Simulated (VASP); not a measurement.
# Ti3BO7 (a cell with a defect) in VASP: notebook

Ti3BO7 (a cell with a defect) is run at these levels: PBEsol; tasks: single point.

Everything below comes from runs of VASP 6.6.1. Logs are shortened: lines on timing, memory, paths and dates and some standing lists are left out, and cuts for length are marked.

## (1) The cell of the first run

The cell holds a defect, 11 atoms: a = 4.591 Å, b = 4.591 Å, c = 5.878 Å, α = 90.00°, β = 90.00°, γ = 90.00°.

## (2) Single point, PBEsol, collinear spin

Input file INCAR:

```
  ALGO = Normal
  EDIFF = 1E-6
  ENCUT = 520
  GGA = PS
  ISIF = 2
  ISMEAR = -1
  ISPIN = 2
  LASPH = T
  LCHARG = T
  LELF = T
  LMAXMIX = 4
  LORBIT = 11
  LREAL = F
  LVHAR = T
  LWAVE = F
  MAGMOM = 0.125 0 0.125 0.125 0.125 0.125 0.125 0.125 0 0.125 0
  NBANDS = 56
  NELECT = 79.0
  NELM = 150
  PREC = Accurate
  SIGMA = 0.05
```

Input file KPOINTS:

```
Automatic mesh
0
Gamma
  2 2 2
  0.5 0.5 0.5
```

Input file POSCAR:

```
Ti3BO7
1.0
    4.5914140000      0.0000000000      0.0000000000
    0.0000000000      4.5914140000      0.0000000000
    0.0000000000      0.0000000000      5.8777420000
Ti B O
3 1 7
Direct
    0.9786850000      0.0015070000      0.0112690000
    0.9717270000      0.9619670000      0.4927220000
    0.5030520000      0.5014200000      0.7509890000
    0.4997500000      0.5088150000      0.2839430000
    0.3014130000      0.2986310000      0.5085180000
    0.7111620000      0.6906480000      0.0034610000
    0.6817180000      0.7139210000      0.4829400000
    0.1881050000      0.8027710000      0.2734770000
    0.2034690000      0.7914170000      0.7514660000
    0.7963200000      0.1894370000      0.2590330000
    0.7951410000      0.2116780000      0.7478120000
```

Potentials or basis: VASP PAW PBE potentials, release 64 (Ti_sv, B, O).

Run with:

```
$ cat potpaw_PBE.64/Ti_sv/POTCAR potpaw_PBE.64/B/POTCAR potpaw_PBE.64/O/POTCAR > POTCAR
$ mpirun -np 1 vasp_std > vasp.out
```

OUTCAR:

```text
EDIFF = 1E-6
   ENCUT = 520
   GGA = PS
   ISIF = 2
   ISMEAR = -1
   ISPIN = 2
   LASPH = T
   LORBIT = 11
   LREAL = F
   NELECT = 79.0
   NELM = 150
   PREC = Accurate

 ion  position               nearest neighbor table
   1  0.979  0.002  0.011-   6 1.88  10 1.89  11 2.01   8 2.03   9 2.08   2 2.84
   2  0.972  0.962  0.493-   7 1.75   8 1.78  10 1.90   9 2.01  11 2.05   5 2.17   1 2.84
   3  0.503  0.501  0.751-  11 1.89   9 1.91   5 1.94   6 1.97   7 2.03
   4  0.500  0.509  0.284-   7 1.72   5 1.87   8 1.97  10 2.01
   5  0.301  0.299  0.509-   4 1.87   3 1.94   2 2.17
   6  0.711  0.691  0.003-   1 1.88   3 1.97
   7  0.682  0.714  0.483-   4 1.72   2 1.75   3 2.03
   8  0.188  0.803  0.273-   2 1.78   4 1.97   1 2.03
   9  0.203  0.791  0.751-   3 1.91   2 2.01   1 2.08
  10  0.796  0.189  0.259-   1 1.89   2 1.90   4 2.01
  11  0.795  0.212  0.748-   3 1.89   1 2.01   2 2.05

  LATTYP: Found a simple tetragonal cell.
 ALAT       =     4.5914140000
 C/A-ratio  =     1.2801594454

  Lattice vectors:

 A1 = (   4.5914140000,   0.0000000000,   0.0000000000)
 A2 = (   0.0000000000,   4.5914140000,   0.0000000000)
 A3 = (   0.0000000000,   0.0000000000,   5.8777420000)

Analysis of symmetry for initial positions (statically):
=====================================================================
 Subroutine PRICEL returns:
 Original cell was already a primitive cell.

 Routine SETGRP: Setting up the symmetry group for a
 simple tetragonal supercell.

 Subroutine GETGRP returns: Found  1 space group operations
 (whereof  1 operations were pure point group operations)
 out of a pool of 16 trial point group operations.

The static configuration has the point symmetry C_1 .

Analysis of symmetry for dynamics (positions and initial velocities):
=====================================================================
 Subroutine PRICEL returns:
 Original cell was already a primitive cell.

 Routine SETGRP: Setting up the symmetry group for a
 simple tetragonal supercell.

 Subroutine GETGRP returns: Found  1 space group operations
 (whereof  1 operations were pure point group operations)
 out of a pool of 16 trial point group operations.

The dynamic configuration has the point symmetry C_1 .

Analysis of structural, dynamic, and magnetic symmetry:
=====================================================================
 Subroutine PRICEL returns:
 Original cell was already a primitive cell.

 Routine SETGRP: Setting up the symmetry group for a
 simple tetragonal supercell.

 Subroutine GETGRP returns: Found  1 space group operations
 (whereof  1 operations were pure point group operations)
 out of a pool of 16 trial point group operations.

The overall configuration has the point symmetry C_1 .

 Subroutine INISYM returns: Found  1 space group operations
 (whereof  1 operations are pure point group operations),
 and found     1 'primitive' translations

----------------------------------------------------------------------------------------

                                     Primitive cell

  volume of cell :     123.9092

  direct lattice vectors                    reciprocal lattice vectors
     4.591414000  0.000000000  0.000000000     0.217797829  0.000000000  0.000000000
     0.000000000  4.591414000  0.000000000     0.000000000  0.217797829  0.000000000
     0.000000000  0.000000000  5.877742000     0.000000000  0.000000000  0.170133361

  length of vectors
     4.591414000  4.591414000  5.877742000     0.217797829  0.217797829  0.170133361

  position of ions in fractional coordinates (direct lattice)
     0.978685000  0.001507000  0.011269000
     0.971727000  0.961967000  0.492722000
     0.503052000  0.501420000  0.750989000
     0.499750000  0.508815000  0.283943000
     0.301413000  0.298631000  0.508518000
     0.711162000  0.690648000  0.003461000
     0.681718000  0.713921000  0.482940000
     0.188105000  0.802771000  0.273477000
     0.203469000  0.791417000  0.751466000
[... 57 lines left out ...]
 SYSTEM =  unknown system
   PREC   = accura    normal or accurate (medium, high low for compatibility)
   ISTART =      0    job   : 0-new  1-cont  2-samecut
   ICHARG =      2    charge: 1-file 2-atom 10-const
   ISPIN  =      2    spin polarized calculation?
   LNONCOLLINEAR =      F non collinear calculations
   LSORBIT =      F    spin-orbit coupling
   LASPH  =      T    aspherical Exc in radial PAW
   ENCUT  =  520.0 eV  38.22 Ry    6.18 a.u.   8.54  8.54 10.93*2*pi/ulx,y,z
   NELM   =    150;   NELMIN=  2; NELMDL= -5     # of ELM steps
   EDIFF  = 0.1E-05   stopping-criterion for ELM
   LREAL  =      F    real-space projection
   EDIFFG = 0.1E-04   stopping-criterion for IOM
   NSW    =      0    number of steps for IOM
   IBRION =     -1    ionic relax: 0-MD 1-quasi-New 2-CG
   NFREE  =      0    steps in history (QN), initial steepest desc. (CG)
   ISIF   =      2    stress and relaxation
   ISYM   =      2    0-nonsym 1-usesym 2-fastsym
   POTIM  = 0.5000    time-step for ionic-motion
   TEBEG  =    0.0;   TEEND  =   0.0 temperature during run
   PSTRESS=    0.0 pullay stress
   NELECT =      79.0000    total number of electrons
   NUPDOWN=      -1.0000    fix difference up-down
   EMIN   =  10.00;   EMAX   =-10.00  energy-range for DOS
   EFERMI =   0.00;   METHOD = LEGACY
   ISMEAR =    -1;   SIGMA  =   0.05  broadening in eV -4-tet -1-fermi 0-gaus
   EFERMI_NEDOS =   21; number of points for ismear=-14 and -15
   IALGO  =     38    algorithm
   IMIX   =      4    mixing-type and parameters
     AMIX     =   0.40;   BMIX     =  1.00
     AMIX_MAG =   1.60;   BMIX_MAG =  1.00
  volume/ion in A,a.u.               =      11.26        76.02
  Fermi-wavevector in a.u.,A,eV,Ry     =   1.409016  2.662655 27.012017  1.985327
  Thomas-Fermi vector in A             =   2.531115
   LORBIT       =     11    0 simple, 1 ext, 2 COOP (PROOUT), +10 PAW based schemes
   GGA     = PS    functional components
   LHFCALC =     F    Hartree Fock is set to
   AEXX    =    0.0000 exact exchange contribution
   IVDW    =     0    specifies the selected vdW correction
   LEPSILON=     F    determine dielectric tensor
   LRPA    =     F    only Hartree local field effects (RPA)
 spin polarized calculation
  energy-cutoff  :      520.00
  volume of cell :      123.91
 maximum number of plane-waves:      3339
 NGX is ok and might be reduce to    36
   NGX = 17   NGY = 17   NGZ = 21

 number of electron      78.9999996 magnetization       0.9934351

 Free energy of the ion-electron system (eV)
  ---------------------------------------------------
  ext. energy  EPLUGINS =         0.00000000
  ---------------------------------------------------
  free energy    TOTEN  =      -100.80784741 eV

  energy without entropy =     -100.79212693  energy(sigma->0) =     -100.79998717

 E-fermi :   2.8374     XC(G=0): -10.7050

 val. band max:        2.7400979167   @ k =   0.2500   0.2500   0.2500
 cond. band min:       2.9453570041   @ k =   0.2500  -0.2500   0.2500
 fundamental gap:      0.2052590874
 Fermi energy:         2.8373827650

 spin component 1

 k-point     1 :       0.2500    0.2500    0.2500
  band No.  band energies     occupation
      1     -53.6135      1.00000
      2     -53.5086      1.00000
      3     -52.7060      1.00000
      4     -30.1082      1.00000
      5     -29.9701      1.00000
      6     -29.9316      1.00000
[... 205 lines left out ...]
     50       7.3602      0.00000
     51       7.4725      0.00000
 Fermi energy:         2.8373827650

 spin component 2

 k-point     1 :       0.2500    0.2500    0.2500
  band No.  band energies     occupation
      1     -53.6493      1.00000
      2     -53.5391      1.00000
      3     -52.7316      1.00000
      4     -30.1351      1.00000
      5     -30.0073      1.00000
      6     -29.9569      1.00000
[... 205 lines left out ...]
     50       7.3802      0.00000
     51       7.5051      0.00000
 [bands above 51 left out]

------------------------ aborting loop because EDIFF is reached ----------------------------------------

  FORCE on cell =-STRESS in cart. coord.  units (eV):
  Direction    XX          YY          ZZ          XY          YZ          ZX
  --------------------------------------------------------------------------------------
  -------------------------------------------------------------------------------------
  Total      -27.5152219    -29.6415332    -27.1583316      5.4853162      2.3707745      0.5941320
  in kB     -355.7788892   -383.2726405   -351.1642060     70.9265481     30.6547231      7.6822799
  external PRESSURE =    -363.4052452 kB  Pullay stress =       0.0000000 kB

 VOLUME and BASIS-vectors are now :
 -----------------------------------------------------------------------------
  energy-cutoff  :      520.00
  volume of cell :      123.91
      direct lattice vectors                 reciprocal lattice vectors
     4.591414000  0.000000000  0.000000000     0.217797829  0.000000000  0.000000000
     0.000000000  4.591414000  0.000000000     0.000000000  0.217797829  0.000000000
     0.000000000  0.000000000  5.877742000     0.000000000  0.000000000  0.170133361

 POSITION                                       TOTAL-FORCE (eV/Angst)
 -----------------------------------------------------------------------------------
      4.49355      0.00692      0.06624        -1.872141     -2.142098     -0.607276
      4.46160      4.41679      2.89609         1.665345      2.367616      1.898859
      2.30972      2.30223      4.41412         1.106397      1.710436     -1.662934
      2.29456      2.33618      1.66894         1.830249      2.181942      4.228778
      1.38391      1.37114      2.98894         1.136542      1.303247     -2.421697
      3.26524      3.17105      0.02034        -1.204931     -0.543701      1.101844
      3.13005      3.27791      2.83860        -3.965142     -4.656565     -1.296430
      0.86367      3.68585      1.60743         2.431207     -1.964791     -2.436697
      0.93421      3.63372      4.41692        -0.332447      0.407611      1.031149
      3.65623      0.86978      1.52253        -1.334629      1.959352     -1.073952
      3.65082      0.97190      4.39545         0.539551     -0.623047      1.238356
 -----------------------------------------------------------------------------------
    total drift:                               -0.000337      0.000044      0.000074

  FREE ENERGIE OF THE ION-ELECTRON SYSTEM (eV)
  ---------------------------------------------------
  free  energy   TOTEN  =      -100.8078474089 eV

  energy  without entropy=     -100.7921269314  energy(sigma->0) =     -100.79998717

 total charge

# of ion       s       p       d       tot
------------------------------------------
    1        2.194   6.217   1.652  10.063
    2        2.240   6.328   1.793  10.361
    3        2.200   6.256   1.623  10.079
    4        0.518   0.631   0.000   1.149
    5        1.579   3.252   0.000   4.831
    6        1.571   3.322   0.000   4.893
    7        1.567   3.430   0.000   4.996
    8        1.574   3.352   0.000   4.926
    9        1.568   3.383   0.000   4.951
   10        1.572   3.346   0.000   4.918
   11        1.569   3.398   0.000   4.967
--------------------------------------------------
tot         18.151  42.915   5.069  66.135

 magnetization (x)

# of ion       s       p       d       tot
------------------------------------------
    1       -0.000   0.001  -0.032  -0.031
    2       -0.001  -0.001  -0.027  -0.029
    3       -0.001  -0.002  -0.035  -0.039
    4       -0.008  -0.012   0.000  -0.020
    5        0.006   0.387   0.000   0.394
    6        0.002   0.099   0.000   0.101
    7        0.001   0.048   0.000   0.049
    8        0.002   0.101   0.000   0.103
    9        0.002   0.119   0.000   0.120
   10        0.001   0.080   0.000   0.081
   11        0.001   0.089   0.000   0.091
--------------------------------------------------
tot          0.004   0.911  -0.094   0.821
```

It took 61 s on 1 thread of Intel Xeon Platinum 8488C (Sapphire Rapids), shared host; peak memory 0.29 GiB.

Results:

| Item | Value |
| --- | --- |
| Free energy | -100.8078 eV |
| Largest force | 6.252 eV/Å |
| Net moment | 0.99 μB per cell |
| Site moments | Ti -0.03, -0.04 (each value once); B -0.02; O +0.39, +0.10, +0.05, +0.12, +0.08, +0.09 (each value once) μB |
| Valence electrons inside the program's atomic spheres | Ti 10.06, 10.36, 10.08; B 1.15; O 4.83, 4.89, 5.00, 4.93, 4.95, 4.92, 4.97 |

Forces on the atoms (eV/Å):
```
Ti  -1.872 -2.142 -0.607
Ti   1.665  2.368  1.899
Ti   1.106  1.710 -1.663
B    1.830  2.182  4.229
O    1.137  1.303 -2.422
O   -1.205 -0.544  1.102
O   -3.965 -4.657 -1.296
O    2.431 -1.965 -2.437
O   -0.332  0.408  1.031
O   -1.335  1.959 -1.074
O    0.540 -0.623  1.238
```

Caveat: the k points lie up to 0.68 Å⁻¹ apart; the cell carries a net charge on a neutralising background, which shifts energy and pressure; the cell is charged against a uniform background, so pressure and absolute levels hang on convention; the PAW data sets were made with another functional, which shifts forces and pressure a little.

## (3) Single point, PBEsol, collinear spin

Input file INCAR:

```
SYSTEM = Ti3BO7
  PREC = Accurate
  ENCUT = 520
  EDIFF = 1E-6
  ISMEAR = -1
  SIGMA = 0.05
  LREAL = .FALSE.
  LASPH = .TRUE.
  NELM = 150
  ALGO = Normal
  ISIF = 2
  LWAVE = .FALSE.
  LCHARG = .FALSE.
  ISPIN = 2
  MAGMOM = 0.125 0 0.125 0.125 0.125 0.125 0.125 0.125 0 0.125 0
  LORBIT = 11
  LMAXMIX = 4
  GGA = PS
  NBANDS = 56
```

KPOINTS is that of step 2.

POSCAR is that of step 2.

Potentials or basis: VASP PAW PBE potentials, release 64 (Ti_sv, B, O).

Run with:

```
$ cat potpaw_PBE.64/Ti_sv/POTCAR potpaw_PBE.64/B/POTCAR potpaw_PBE.64/O/POTCAR > POTCAR
$ mpirun -np 1 vasp_std > vasp.out
```

Wall time 57 s (1 thread of Intel Xeon Platinum 8488C (Sapphire Rapids), shared host); peak memory 0.29 GiB.

The run converged. Its results:

```
Free energy                                           : -92.9975 eV
Pressure                                              : -10.1 GPa
Largest force                                         : 5.688 eV/Å
Band gap on the k mesh                                : 0.54 eV
Net moment                                            : 1.00 μB per cell
Site moments                                          : Ti +0.15, +0.06, +0.16; B +0.18; O +0.02, +0.04, +0.00 (each value once) μB
Valence electrons inside the program's atomic spheres : Ti 10.22, 10.50, 10.24; B 1.26; O 4.95, 4.97, 5.06, 5.00, 5.02, 4.99, 5.03
```

Forces on the atoms (eV/Å):
```
Ti  -1.580 -2.032 -0.227
Ti   2.476  2.787  1.193
Ti  -0.089  0.645 -2.105
B    0.300  0.720  3.348
O    1.559  1.722 -0.863
O   -0.452  0.241  0.555
O   -3.566 -4.242 -1.280
O    1.645 -1.083 -2.290
O   -0.579  0.708  1.294
O   -0.526  1.361 -1.136
O    0.812 -0.829  1.511
```

Stress tensor (GPa, compression positive):
```
 -6.58   2.30  -2.19
  2.30  -9.25   0.26
 -2.19   0.26 -14.59
```

Levels at points of the mesh, in eV from the valence-band top:
Spin up:
```
           k point  band 37  band 38  band 39  band 40  band 41  band 42  band 43  band 44  band 45  band 46
(0.25, 0.25, 0.25)    -2.72    -2.44    -2.06    -1.46    -0.01     0.84     1.11     1.12     1.30     1.57
```
Spin down:
```
           k point  band 38  band 39  band 40  band 41  band 42  band 43
(0.25, 0.25, 0.25)    -2.38    -2.02    -1.43     0.54     1.16     1.23
```

Caveat: the k points lie up to 0.68 Å⁻¹ apart; the PAW data sets were made with another functional, which shifts forces and pressure a little.

## (4) Single point, PBEsol, collinear spin

Input file INCAR:

```
PREC     = Accurate       # precision mode
ENCUT    = 520            # plane-wave cutoff, eV
EDIFF    = 1E-6           # SCF threshold, eV
ISMEAR   = -1             # smearing method
SIGMA    = 0.05           # smearing width, eV
LREAL    = F              # projectors in reciprocal space
LASPH    = T              # aspherical terms in the spheres
NELM     = 150            # most SCF steps
ALGO     = Normal         # electronic algorithm
ISIF     = 2              # what is computed and relaxed
LWAVE    = F              # write WAVECAR
LCHARG   = F              # write CHGCAR
ISPIN    = 2              # spin polarisation
MAGMOM   = 0.14 0 0.14 0.14 0.14 0.14 0.14 0.14 0 0.14 0 # initial moments
LORBIT   = 11             # projections on sites
LMAXMIX  = 4              # l up to which the mixer works
GGA      = PS             # functional
NELECT   = 79.0         
NBANDS   = 56             # bands
```

KPOINTS is that of step 3.

POSCAR is that of step 3.

Run with:

```
$ cat potpaw_PBE.64/Ti_sv/POTCAR potpaw_PBE.64/B/POTCAR potpaw_PBE.64/O/POTCAR > POTCAR
$ mpirun -np 1 vasp_std > vasp.out
```

Run time: 59 s. Hardware: 1 thread of Intel Xeon Platinum 8488C (Sapphire Rapids), shared host; peak memory 0.28 GiB.

The run converged. Its results:

* Free energy: -100.8078 eV
* Largest force: 6.252 eV/Å
* Net moment: 0.99 μB per cell
* Site moments: Ti -0.03, -0.04 (each value once); B -0.02; O +0.39, +0.10, +0.05, +0.12, +0.08, +0.09 (each value once) μB
* Valence electrons inside the program's atomic spheres: Ti 10.06, 10.36, 10.08; B 1.15; O 4.83, 4.89, 5.00, 4.93, 4.95, 4.92, 4.97

Forces in eV/Å, atoms in the order of the input:
```
Ti  -1.872 -2.142 -0.607
Ti   1.665  2.368  1.899
Ti   1.107  1.711 -1.663
B    1.830  2.182  4.229
O    1.136  1.303 -2.422
O   -1.205 -0.544  1.102
O   -3.965 -4.657 -1.296
O    2.431 -1.965 -2.437
O   -0.332  0.408  1.031
O   -1.335  1.959 -1.074
O    0.540 -0.623  1.238
```

Levels at points of the mesh, in eV from the Fermi level:
Spin up:
| k point | band 38 | band 39 | band 40 | band 41 | band 42 | band 43 |
| --- | --- | --- | --- | --- | --- | --- |
| (0.25, 0.25, 0.25) | -0.86 | -0.55 | -0.28 | 1.88 | 2.72 | 2.89 |
Spin down:
```tsv
k point	band 36	band 37	band 38	band 39	band 40	band 41	band 42	band 43
(0.25, 0.25, 0.25)	-0.87	-0.76	-0.64	-0.10	0.27	1.90	2.72	2.90
```

Caveat: the k points lie up to 0.68 Å⁻¹ apart; the cell carries a net charge on a neutralising background, which shifts energy and pressure; the cell is charged against a uniform background, so pressure and absolute levels hang on convention; the PAW data sets were made with another functional, which shifts forces and pressure a little.

## (5) Single point, PBEsol, collinear spin

Input file INCAR:

```
  PREC = Accurate
  ENCUT = 520
  EDIFF = 1E-6
  ISMEAR = -1
  SIGMA = 0.05
  LREAL = False
  LASPH = True
  NELM = 150
  ALGO = Normal
  ISIF = 2
  LWAVE = False
  LCHARG = False
  ISPIN = 2
  MAGMOM = 0.14 0 0.14 0.14 0.14 0.14 0.14 0.14 0 0.14 0
  LORBIT = 11
  LMAXMIX = 4
  GGA = PS
  NELECT = 80.0
  NBANDS = 56
```

KPOINTS is that of step 4.

POSCAR is that of step 4.

Run with:

```
$ cat potpaw_PBE.64/Ti_sv/POTCAR potpaw_PBE.64/B/POTCAR potpaw_PBE.64/O/POTCAR > POTCAR
$ mpirun -np 1 vasp_std > vasp.out
```

It took 52 s on 1 thread of Intel Xeon Platinum 8488C (Sapphire Rapids), shared host; peak memory 0.29 GiB.

It converged, with:

* Free energy: -97.7164 eV
* Largest force: 6.076 eV/Å
* Net moment: 0.00 μB per cell
* Valence electrons inside the program's atomic spheres: Ti 10.14, 10.42, 10.15; B 1.19; O 4.91, 4.93, 5.03, 4.96, 4.99, 4.95, 5.00

Forces in eV/Å, atoms in the order of the input:
```
Ti  -1.961 -2.266 -0.650
Ti   2.262  2.649  1.854
Ti   0.259  0.995 -2.972
B    1.366  1.799  4.788
O    1.717  1.881 -1.894
O   -1.241 -0.566  1.112
O   -3.840 -4.534 -1.269
O    2.226 -1.697 -2.636
O   -0.590  0.732  1.419
O   -1.066  1.866 -1.418
O    0.869 -0.859  1.665
```

Levels at points of the mesh, in eV from the Fermi level:
Spin up:
```tsv
k point	band 38	band 39	band 40	band 41	band 42	band 43
(0.25, 0.25, 0.25)	-1.72	-1.30	-0.70	0.74	1.61	1.80
```
Spin down:
| k point | band 36 | band 37 | band 38 | band 39 | band 40 | band 41 | band 42 | band 43 | band 44 | band 45 |
| --- | --- | --- | --- | --- | --- | --- | --- | --- | --- | --- |
| (0.25, 0.25, 0.25) | -2.03 | -1.91 | -1.72 | -1.30 | -0.70 | 0.74 | 1.61 | 1.80 | 1.82 | 1.97 |

Caveat: the k points lie up to 0.68 Å⁻¹ apart; the cell carries a net charge on a neutralising background, which shifts energy and pressure; the cell is charged against a uniform background, so pressure and absolute levels hang on convention; the PAW data sets were made with another functional, which shifts forces and pressure a little.
